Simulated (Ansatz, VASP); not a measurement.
## Nb: VASP beside Ansatz

Contents of INCAR:

```
PREC     = Accurate       # precision mode
ENCUT    = 520            # plane-wave cutoff, eV
EDIFF    = 1E-6           # SCF threshold, eV
ISMEAR   = 0              # smearing method
SIGMA    = 0.15           # smearing width, eV
LREAL    = F              # projectors in reciprocal space
LASPH    = T              # aspherical terms in the spheres
NELM     = 100            # most SCF steps
ALGO     = Fast           # electronic algorithm
ISIF     = 2              # what is computed and relaxed
LWAVE    = F              # write WAVECAR
LCHARG   = F              # write CHGCAR
GGA      = PS             # functional
NBANDS   = 12             # bands
```

Contents of KPOINTS:

```
Automatic mesh
0
Gamma
  22 22 22
```

The input POSCAR:

```
Nb
1.0
    0.8269911187      2.5991149444      2.5991149444
    2.5991149444      0.8269911187      2.5991149444
    2.5991149444      2.5991149444      0.8269911187
Nb
1
Direct
    0.0000000000      0.0000000000      0.0000000000
```

Input for Ansatz:

```yaml
crystal:
  lattice:
    - [0.8269911187, 2.5991149444, 2.5991149444]
    - [2.5991149444, 0.8269911187, 2.5991149444]
    - [2.5991149444, 2.5991149444, 0.8269911187]
  atoms:
    - { symbol: Nb, position: [0.0, 0.0, 0.0] }
basis:
  ecutwfc: 420
kpoints:
  mp_grid: { grid: [22, 22, 22] }
hamiltonian:
  xc: pbesol
scf:
  occupations: { method: gaussian, width: 0.15 }
output:
  forces: true
  stress: true
  eigenvalues: true
  write_density: true
  write_potential: true
  elf: true
  volumetric_format: npy
```

Alike in both runs: task single point; functional PBEsol; k mesh 22 × 22 × 22; occupations gaussian, width 0.15 eV; no spin polarisation.

```csv
,VASP,Ansatz
version,VASP 6.6.1,Ansatz 0.2.0
potentials or method,"VASP PAW PBE potentials, release 64 (Nb_sv), cutoff 520 eV","scalar-relativistic, plane waves, PAW"
valence electrons in the cell,13,13
```

|  | VASP | Ansatz | Ansatz less VASP |
| --- | --- | --- | --- |
| gap on the k mesh at the Fermi level (eV) | none | none | - |
| pressure (GPa) | 23.6 | 23.7 | +0.08 |
| traceless stress, the component that is largest in VASP (GPa) | -25.57 | -25.47 | +0.106 |

VASP's potentials were made for PBE, not for PBEsol. A gap of «none» marks a metal or a gap that the smearing closes.
